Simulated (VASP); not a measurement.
# Fe: relaxation of cell and atoms with PBE

Fe:

```
CELL_PARAMETERS angstrom
2.43416 0.00000 0.00000
-1.21708 2.10804 0.00000
0.00000 0.00000 3.84193
ATOMIC_POSITIONS crystal
Fe 0.66667 0.33333 0.75000
Fe 0.33333 0.66667 0.25000
```

| Item | Value |
| --- | --- |
| Program | VASP 6.6.1 |
| Task | relaxation of cell and atoms |
| Functional | PBE |
| Potentials or basis | VASP PAW PBE potentials, release 64 (Fe) |
| Cutoff | 600 eV |
| k mesh | 12 × 12 × 7 |
| Occupations | fermi-dirac, width 0.05 eV |
| Spin | collinear spin, ferromagnetic start |
| Starting moments | [3.0, 3.0] μB |
| Dipole correction | no |
| Further INCAR settings | ALGO = Normal; EDIFF = 1e-06; IBRION = 2; EDIFFG = -0.01; NSW = 60; ISIF = 3 |

The relaxed volume is 10.17 Å³/atom, the relaxed cell is a = 2.457 Å, b = 2.457 Å, c = 3.891 Å, α = 90.00°, β = 90.00°, γ = 120.00° and the space group after relaxing (to 0.05 Å) is P6_3/mmc (No. 194). The energy gained by relaxing is 9.4 meV/atom and the ionic steps are 5. The pressure after relaxing is 0.1 GPa, the band gap on the k mesh is zero (filled and empty bands overlap) and the net moment is 0.00 μB per cell. The valence electrons inside the program's atomic spheres are Fe 7.52.

The path:
```tsv
step	energy change (eV)	largest force (eV/Å)	pressure (GPa)	volume (Å³)
1	0.0000	0.0000	9.82	19.71
2	0.0339	0.0000	-13.91	21.49
3	-0.0188	0.0000	-0.15	20.35
4	-0.0188	0.0000	0.01	20.34
5	-0.0188	0.0000	0.06	20.34
```

Final structure:
```
Fe
1.0
     2.45660    0.00000    0.00000
    -1.22830    2.12748    0.00000
     0.00000    0.00000    3.89138
Fe
2
Direct
  0.66667 0.33333 0.75000
  0.33333 0.66667 0.25000
```

Levels at points of the mesh, in eV from the Fermi level:
Spin up:
```tsv
k point	band 4	band 5	band 6	band 7	band 8	band 9	band 10	band 11	band 12	band 13
(0.00, 0.00, 0.00)	-1.67	-1.56	-1.21	-1.21	-0.86	-0.86	0.49	0.69	0.69	8.74
(0.50, 0.00, 0.00)	-2.07	-1.97	-1.55	-1.09	0.80	1.03	1.05	2.67	4.82	11.25
```
Spin down:
| k point | band 6 | band 7 | band 8 | band 9 | band 10 | band 11 |
| --- | --- | --- | --- | --- | --- | --- |
| (0.00, 0.00, 0.00) | -1.21 | -1.21 | -0.86 | -0.86 | 0.49 | 0.69 |
| (0.50, 0.00, 0.00) | -1.55 | -1.09 | 0.80 | 1.03 | 1.05 | 2.67 |

Wall time 2.2 min on 1 thread of Intel(R) Xeon(R) Platinum 8375C CPU @ 2.90GHz (Ice Lake) (shared host), peak memory 0.18 GiB.

Caveat: the starting moments collapsed, and a magnetic state may lie lower.
